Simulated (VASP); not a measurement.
# SnO (C2/m) in VASP: electric field gradients with PBE

Aim: the electric field gradients of SnO with PBE.

All numbers are computed with VASP 6.6.1; they aren't measurements. Logs are shortened: lines on timing, memory, paths and dates and some standing lists are left out, and cuts for length are marked.

## (1) The cell of the first run

The structure is monoclinic, space group C2/m (No. 12). Conventional cell: a = 5.459 Å, b = 5.296 Å, c = 4.837 Å, α = 90.00°, β = 92.41°, γ = 90.00°. Sn (site symmetry m) has 4 O at 2.19 to 2.25 Å within 2.9 Å. O (site symmetry 2) has 4 Sn at 2.19 to 2.25 Å and 4 O at 2.65 to 2.73 Å within 2.9 Å.

## (2) Electric field gradients, PBE (equal xy, yz and zx shear strains of +3 %)

Input file INCAR:

```
ALGO = Normal
EDIFF = 1E-8
ENCUT = 520
GGA = PE
ISIF = 2
ISMEAR = -1
LASPH = T
LCHARG = F
LEFG = T
LREAL = F
LWAVE = F
NBANDS = 28
NELM = 60
PREC = Accurate
SIGMA = 0.01
```

Input file KPOINTS:

```
k-points
0
Gamma
  8 8 6
```

Input file POSCAR:

```
SnO
1.0
    3.8020000000      0.0570300000      0.0570300000
    0.0570300000      3.8020000000      0.0570300000
    0.0725400000      0.0725400000      4.8360000000
Sn O
2 2
Direct
    0.0000000000      0.5000000000      0.2385000000
    0.5000000000      0.0000000000      0.7615000000
    0.0000000000      0.0000000000      0.0000000000
    0.5000000000      0.5000000000      0.0000000000
```

Potentials or basis: VASP PAW PBE potentials, release 64 (Sn_d, O).

Command:

```bash
> cat potpaw_PBE.64/Sn_d/POTCAR potpaw_PBE.64/O/POTCAR > POTCAR
> mpirun -np 1 vasp_std > vasp.out
```

OUTCAR:

```text
EDIFF = 1E-8
   ENCUT = 520
   GGA = PE
   ISIF = 2
   ISMEAR = -1
   LASPH = T
   LREAL = F
   NELM = 60
   PREC = Accurate

 ion  position               nearest neighbor table
   1  0.000  0.500  0.239-   3 2.19   4 2.19   3 2.25   4 2.25   2 3.50   2 3.51   2 3.51   2 3.64
                             2 3.65   2 3.66   2 3.66
   2  0.500  0.000  0.761-   4 2.19   3 2.19   3 2.25   4 2.25   1 3.50   1 3.51   1 3.51   1 3.64
                             1 3.65   1 3.66   1 3.66
   3  0.000  0.000  0.000-   2 2.19   1 2.19   1 2.25   2 2.25
   4  0.500  0.500  0.000-   2 2.19   1 2.19   2 2.25   1 2.25

  LATTYP: Found a base centered monoclinic cell.
 ALAT       =     5.4586843438
 B/A-ratio  =     0.9702314754
 C/A-ratio  =     0.8861270726
 COS(beta)  =    -0.0420942467

  Lattice vectors:

 A1 = (  -3.8020000000,  -0.0570300000,  -0.0570300000)
 A2 = (  -0.0570300000,  -3.8020000000,  -0.0570300000)
 A3 = (   0.0725400000,   0.0725400000,   4.8360000000)

Analysis of symmetry for initial positions (statically):
=====================================================================
 Subroutine PRICEL returns:
 Original cell was already a primitive cell.

 Routine SETGRP: Setting up the symmetry group for a
 base centered monoclinic supercell.

 Subroutine GETGRP returns: Found  4 space group operations
 (whereof  2 operations were pure point group operations)
 out of a pool of  4 trial point group operations.

The static configuration has the point symmetry C_2 .
 The point group associated with its full space group is C_2h.

Analysis of symmetry for dynamics (positions and initial velocities):
=====================================================================
 Subroutine PRICEL returns:
 Original cell was already a primitive cell.

 Routine SETGRP: Setting up the symmetry group for a
 base centered monoclinic supercell.

 Subroutine GETGRP returns: Found  4 space group operations
 (whereof  2 operations were pure point group operations)
 out of a pool of  4 trial point group operations.

The dynamic configuration has the point symmetry C_2 .
 The point group associated with its full space group is C_2h.

 Subroutine INISYM returns: Found  4 space group operations
 (whereof  2 operations are pure point group operations),
 and found     1 'primitive' translations

----------------------------------------------------------------------------------------

                                     Primitive cell

  volume of cell :      69.8587

  direct lattice vectors                    reciprocal lattice vectors
     3.802000000  0.057030000  0.057030000     0.263136125 -0.003888711 -0.003888711
     0.057030000  3.802000000  0.057030000    -0.003888711  0.263136125 -0.003888711
     0.072540000  0.072540000  4.836000000    -0.003057254 -0.003057254  0.206874182

  length of vectors
     3.802855354  3.802855354  4.837087978     0.263193587  0.263193587  0.206919359

  position of ions in fractional coordinates (direct lattice)
     1.000000000  0.500000000  0.238500000
     0.500000000  1.000000000  0.761500000
     0.000000000  0.000000000  0.000000000
     0.500000000  0.500000000  0.000000000

  ion indices of the primitive-cell ions
   primitive index   ion index
                 1           1
                 2           2
                 3           3
                 4           4

----------------------------------------------------------------------------------------

 KPOINTS: k-points

Automatic generation of k-mesh.
 Grid dimensions read from file:
 generate k-points for:    8    8    6

 Generating k-lattice:
[... 45 lines left out ...]
   number of dos      NEDOS =    301   number of ions     NIONS =      4
   total plane-waves  NPLWV =  28224
   dimension x,y,z NGX =    28 NGY =   28 NGZ =   36
   dimension x,y,z NGXF=    56 NGYF=   56 NGZF=   72
   ions per type =               2   2
   NGX,Y,Z   is equivalent  to a cutoff of  12.24, 12.24, 12.37 a.u.
   NGXF,Y,Z  is equivalent  to a cutoff of  24.48, 24.48, 24.75 a.u.
 SYSTEM =  unknown system
   PREC   = accura    normal or accurate (medium, high low for compatibility)
   ISTART =      0    job   : 0-new  1-cont  2-samecut
   ICHARG =      2    charge: 1-file 2-atom 10-const
   ISPIN  =      1    spin polarized calculation?
   LNONCOLLINEAR =      F non collinear calculations
   LSORBIT =      F    spin-orbit coupling
   LASPH  =      T    aspherical Exc in radial PAW
   ENCUT  =  520.0 eV  38.22 Ry    6.18 a.u.   7.07  7.07  8.99*2*pi/ulx,y,z
   NELM   =     60;   NELMIN=  2; NELMDL= -5     # of ELM steps
   EDIFF  = 0.1E-07   stopping-criterion for ELM
   LREAL  =      F    real-space projection
   EDIFFG = 0.1E-06   stopping-criterion for IOM
   NSW    =      0    number of steps for IOM
   IBRION =     -1    ionic relax: 0-MD 1-quasi-New 2-CG
   NFREE  =      0    steps in history (QN), initial steepest desc. (CG)
   ISIF   =      2    stress and relaxation
   ISYM   =      2    0-nonsym 1-usesym 2-fastsym
   POTIM  = 0.5000    time-step for ionic-motion
   TEBEG  =    0.0;   TEEND  =   0.0 temperature during run
   PSTRESS=    0.0 pullay stress
   NELECT =      40.0000    total number of electrons
   NUPDOWN=      -1.0000    fix difference up-down
   EMIN   =  10.00;   EMAX   =-10.00  energy-range for DOS
   EFERMI =   0.00;   METHOD = LEGACY
   ISMEAR =    -1;   SIGMA  =   0.01  broadening in eV -4-tet -1-fermi 0-gaus
   EFERMI_NEDOS =   21; number of points for ismear=-14 and -15
   IALGO  =     38    algorithm
   IMIX   =      4    mixing-type and parameters
     AMIX     =   0.40;   BMIX     =  1.00
     AMIX_MAG =   1.60;   BMIX_MAG =  1.00
  volume/ion in A,a.u.               =      17.46       117.86
  Fermi-wavevector in a.u.,A,eV,Ry     =   1.359423  2.568938 25.144004  1.848032
  Thomas-Fermi vector in A             =   2.486173
   LORBIT       =      0    0 simple, 1 ext, 2 COOP (PROOUT), +10 PAW based schemes
   GGA     = PE    functional components
   LHFCALC =     F    Hartree Fock is set to
   AEXX    =    0.0000 exact exchange contribution
   IVDW    =     0    specifies the selected vdW correction
   LEPSILON=     F    determine dielectric tensor
   LRPA    =     F    only Hartree local field effects (RPA)
 non-spin polarized calculation
  energy-cutoff  :      520.00
  volume of cell :       69.86
 maximum number of plane-waves:      1898
   NGX = 15   NGY = 15   NGZ = 17

 number of electron      40.0000002 magnetization

 Free energy of the ion-electron system (eV)
  ---------------------------------------------------
  ext. energy  EPLUGINS =         0.00000000
  ---------------------------------------------------
  free energy    TOTEN  =       -22.63076079 eV

  energy without entropy =      -22.63065896  energy(sigma->0) =      -22.63070987

 E-fermi :   7.2646     XC(G=0): -10.2706

 val. band max:        7.2523599379   @ k =   0.0000   0.0000   0.0000
 cond. band min:       7.2696312410   @ k =   0.5000   0.5000   0.0000
 fundamental gap:      0.0172713032
 Fermi energy:         7.2645905265

 k-point     1 :       0.0000    0.0000    0.0000
  band No.  band energies     occupation
      1     -14.8235      2.00000
      2     -14.3926      2.00000
      3     -14.3766      2.00000
      4     -14.3734      2.00000
      5     -14.3340      2.00000
      6     -14.3273      2.00000
[... 733 lines left out ...]
     27      14.8330      0.00000
     28      17.4583      0.00000

 [... further k-points ...]

------------------------ aborting loop because EDIFF is reached ----------------------------------------

  FORCE on cell =-STRESS in cart. coord.  units (eV):
  Direction    XX          YY          ZZ          XY          YZ          ZX
  --------------------------------------------------------------------------------------
  -------------------------------------------------------------------------------------
  Total        2.2409310      2.2409310      1.6827303     -1.0604658     -0.7156005     -0.7155980
  in kB       51.3947615     51.3947615     38.5926769    -24.3213156    -16.4119803    -16.4119236
  external PRESSURE =      47.1274000 kB  Pullay stress =       0.0000000 kB

 VOLUME and BASIS-vectors are now :
 -----------------------------------------------------------------------------
  energy-cutoff  :      520.00
  volume of cell :       69.86
      direct lattice vectors                 reciprocal lattice vectors
     3.802000000  0.057030000  0.057030000     0.263136125 -0.003888711 -0.003888711
     0.057030000  3.802000000  0.057030000    -0.003888711  0.263136125 -0.003888711
     0.072540000  0.072540000  4.836000000    -0.003057254 -0.003057254  0.206874182

 POSITION                                       TOTAL-FORCE (eV/Angst)
 -----------------------------------------------------------------------------------
      0.04582      1.91830      1.18190        -0.187149     -0.187149      0.464845
      1.95624      0.08375      3.71113         0.187149      0.187149     -0.464845
      0.00000      0.00000      0.00000        -0.127679      0.127679      0.000000
      1.92952      1.92952      0.05703         0.127679     -0.127679     -0.000000
 -----------------------------------------------------------------------------------
    total drift:                                0.000000      0.000000      0.000000

  FREE ENERGIE OF THE ION-ELECTRON SYSTEM (eV)
  ---------------------------------------------------
  free  energy   TOTEN  =       -22.6307607852 eV

  energy  without entropy=      -22.6306589643  energy(sigma->0) =      -22.63070987

 Electric field gradients (V/A^2)
---------------------------------------------------------------------
 ion       V_xx      V_yy      V_zz      V_xy      V_xz      V_yz
---------------------------------------------------------------------
   1      82.492    82.492  -164.983    -3.283    28.234    28.234
   2      82.492    82.492  -164.983    -3.283    28.234    28.234
   3      -0.993    -0.993     1.987     9.546    -0.639    -0.639
   4      -0.993    -0.993     1.987     9.546    -0.639    -0.639
---------------------------------------------------------------------

 Electric field gradients after diagonalization (V/A^2)
 (convention: |V_zz| > |V_xx| > |V_yy|)
----------------------------------------------------------------------
 ion       V_xx      V_yy      V_zz     asymmetry (V_yy - V_xx)/ V_zz
----------------------------------------------------------------------
   1      85.774    85.572  -171.346       0.001
   2      85.774    85.572  -171.346       0.001
   3       8.675     1.864   -10.540       0.646
   4       8.675     1.864   -10.540       0.646
----------------------------------------------------------------------

           NMR quadrupolar parameters

 Cq : quadrupolar parameter    Cq=e*Q*V_zz/h
 eta: asymmetry parameters     (V_yy - V_xx)/ V_zz
 Q  : nuclear electric quadrupole moment in mb (millibarn)
----------------------------------------------------------------------
 ion       Cq(MHz)       eta       Q (mb)
----------------------------------------------------------------------
   1      -0.414       0.001       1.000
   2      -0.414       0.001       1.000
   3      -0.025       0.646       1.000
   4      -0.025       0.646       1.000
----------------------------------------------------------------------
```

It took 2.4 min on 1 thread of Intel Xeon Platinum 8488C (Sapphire Rapids), shared host; peak memory 0.3 GiB.

Results:

| Item | Value |
| --- | --- |
| Free energy | -22.6308 eV |
| Pressure | 4.7 GPa |
| Largest force | 0.535 eV/Å |
| Band gap on the k mesh | 0.02 eV (least direct gap 1.91 eV) |
| Largest electric field gradient by atom | Sn -171.3; O -10.5 V/Å² |

Forces on the atoms (eV/Å):
```
Sn  -0.187 -0.187  0.465
Sn   0.187  0.187 -0.465
O   -0.128  0.128  0.000
O    0.128 -0.128  0.000
```

Stress tensor (GPa, compression positive):
```
 5.14 -2.43 -1.64
-2.43  5.14 -1.64
-1.64 -1.64  3.86
```

Levels at points of the mesh, in eV from the valence-band top:
```csv
k point,band 16,band 17,band 18,band 19,band 20,band 21,band 22,band 23,band 24,band 25
"(0.00, 0.00, 0.00)",-6.31,-3.54,-3.42,-3.02,0.00,2.07,4.33,4.55,4.73,5.60
"(0.50, 0.00, 0.00)",-5.05,-4.92,-4.86,-2.84,-2.70,3.02,3.32,5.68,5.86,5.95
"(0.50, 0.50, 0.00)",-5.13,-2.70,-2.42,-2.00,-1.89,0.02,0.06,4.33,4.55,7.18
"(0.00, 0.00, 0.50)",-3.61,-3.44,-3.13,-3.04,-2.29,1.66,2.83,3.07,3.65,7.78
"(0.50, 0.00, 0.50)",-5.53,-4.90,-4.81,-1.91,-1.68,2.39,2.72,5.30,5.44,6.56
"(0.50, 0.50, 0.50)",-5.59,-2.91,-2.70,-2.56,-2.42,2.25,2.32,3.97,4.04,5.54
```

Electric field gradients, principal values (V/Å²):
```
atom   least  middle  greatest (by size)
1 Sn  85.572  85.774            -171.346
2 Sn  85.572  85.774            -171.346
 3 O   1.864   8.675             -10.540
 4 O   1.864   8.675             -10.540
```

Caveat: the cell differs from its parent crystal (equal xy, yz and zx shear strains of +3 %); the cell stands under pressure; without QUAD_EFG the Cq values of the log hold for a quadrupole moment of 1 mb, not for the nuclei; spin-orbit coupling is left out, which moves the levels of the heavy elements. A k mesh can miss the band edges.
